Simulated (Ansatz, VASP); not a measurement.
# One calculation of WC, two programs

Contents of INCAR:

```
SYSTEM = WC
PREC     = Accurate       ! precision mode
ENCUT    = 520            ! plane-wave cutoff, eV
EDIFF    = 1E-7           ! SCF threshold, eV
ISMEAR   = 0              ! smearing method
SIGMA    = 0.15           ! smearing width, eV
LREAL    = .FALSE.        ! projectors in reciprocal space
LASPH    = .TRUE.         ! aspherical terms in the spheres
NELM     = 80             ! most SCF steps
ALGO     = Normal         ! electronic algorithm
ISIF     = 2              ! what is computed and relaxed
LWAVE    = .FALSE.        ! write WAVECAR
LCHARG   = .TRUE.         ! write CHGCAR
GGA      = PS             ! functional
LELF     = .TRUE.         ! ELF
LVHAR    = .TRUE.       
NBANDS   = 16             ! bands
```

Contents of KPOINTS:

```
Automatic mesh
0
G
  18 18 16
  0 0 0
```

File POSCAR:

```
WC
1.0
    2.9005014360      0.0000000000      0.0000000000
   -1.4502507180      2.5119079273      0.0000000000
    0.0000000000      0.0000000000      2.8290000000
W C
1 1
Direct
    0.0000000000      0.0000000000      0.0000000000
    0.6666666667      0.3333333333      0.4734888653
```

Input for Ansatz:

```yaml
crystal:
  lattice:
    - [2.900501436, 0.0, 0.0]
    - [-1.450250718, 2.5119079273, 0.0]
    - [0.0, 0.0, 2.829]
  atoms:
    - { symbol: W, position: [0.0, 0.0, 0.0] }
    - { symbol: C, position: [0.6666666667, 0.3333333333, 0.4734888653] }
basis:
  ecutwfc: 420
kpoints:
  mp_grid: { grid: [18, 18, 16] }
hamiltonian:
  xc: pbesol
scf:
  occupations: { method: gaussian, width: 0.15 }
output:
  forces: true
  stress: true
  eigenvalues: true
```

Change from the starting cell: all C atoms moved +0.075 Å, as atom 2 towards its neighbour atom 2 (C) at 2.829 Å.

Alike in both runs: task single point; functional PBEsol; k mesh 18 × 18 × 16; occupations gaussian, width 0.15 eV; no spin polarisation.

|  | VASP | Ansatz |
| --- | --- | --- |
| version | VASP 6.6.1 | Ansatz 0.2.0 |
| potentials or method | VASP PAW PBE potentials, release 64 (W_sv, C), cutoff 520 eV | scalar-relativistic, plane waves, PAW |
| valence electrons in the cell | 18 | 18 |

|  | VASP | Ansatz | Ansatz less VASP |
| --- | --- | --- | --- |
| gap on the k mesh at the Fermi level (eV) | none | none | - |
| pressure (GPa) | 1.8 | 0.5 | -1.30 |
| traceless stress, the component that is largest in VASP (GPa) | 0.61 | 0.39 | -0.221 |
| rms of the force components (eV/Å) | 0.634 | 0.628 | -0.0065 |

VASP's potentials were made for PBE, not for PBEsol. Atom by atom the forces differ by 0.007 eV/Å (rms over components). A gap of «none» marks a metal or a gap that the smearing closes.

Neither program's run includes spin-orbit coupling.
